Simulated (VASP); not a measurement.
Here is a VASP 6.6.1 calculation.

File INCAR:

```
SYSTEM = CdO
PREC = Accurate
ENCUT = 600
EDIFF = 1E-6
ISMEAR = 0
SIGMA = 0.1
LREAL = .False.
LASPH = .True.
NELM = 120
ALGO = Normal
ISIF = 2
LWAVE = .False.
LCHARG = .True.
LELF = .True.
LVHAR = .True.
NBANDS = 16
GGA_COMPAT = .False.
```

The input KPOINTS:

```
Automatic mesh
0
Gamma
  6 6 6
  0 0 0
```

POSCAR

```
CdO
1.0
    0.0000000000      2.3609927699      2.3609927699
    2.3609927699      0.0000000000      2.3609927699
    2.3609927699      2.3609927699      0.0000000000
Cd O
1 1
Direct
    0.0000000000      0.0000000000      0.0000000000
    0.5000000000      0.5000000000      0.5000000000
```

Potentials or basis: VASP PAW LDA potentials, release 64 (Cd, O).

The run is started by

```console
$ cat potpaw_LDA.64/Cd/POTCAR potpaw_LDA.64/O/POTCAR > POTCAR
$ mpirun -np 1 vasp_std > vasp.out
```

Problem. Predict the band gap on the k mesh.

Solution. Zero (band 9 reaches 1.64 eV, above the bottom of band 10 at 1.10 eV).

Problem. What does it give for the pressure?

Solution. -6.5 GPa.

Caveat: the k points lie up to 0.38 Å⁻¹ apart.
